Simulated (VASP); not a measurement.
Runs of VASP 6.6.1 on Zn. The structure is that of space group Fm-3m (No. 225), or close to it. The cells are those of the table. 

```tsv
cell	gap on the mesh (eV)	pressure (GPa)
a = 2.760 Å, angles 60.0°, 1 atom	none	(a)
a = 2.779 Å, angles 60.0°, 1 atom	none	-4.8
a = 2.833 Å, angles 60.0°, 1 atom	none	(b)
a = 2.722 Å, angles 60.0°, 1 atom	none	-0.3
a = 2.741 Å, angles 60.0°, 1 atom	none	-2.0
a = 2.815 Å, angles 60.0°, 1 atom	none	-6.9
a = 2.797 Å, angles 60.0°, 1 atom	none	-5.9
```

Alike in all rows: task single point; level PBEsol; potentials or basis VASP PAW PBE potentials, release 64 (Zn); no spin polarisation; k mesh 13 × 13 × 13; cutoff (eV) 520; smearing fermi-dirac 0.1 eV.

Q: Estimate the missing entries.

A: (a) -3.5; (b) -7.7.

Caveats: the PAW data sets were made with another functional, which shifts forces and pressure a little.

A gap of «none» marks levels without a gap at the run's occupations.
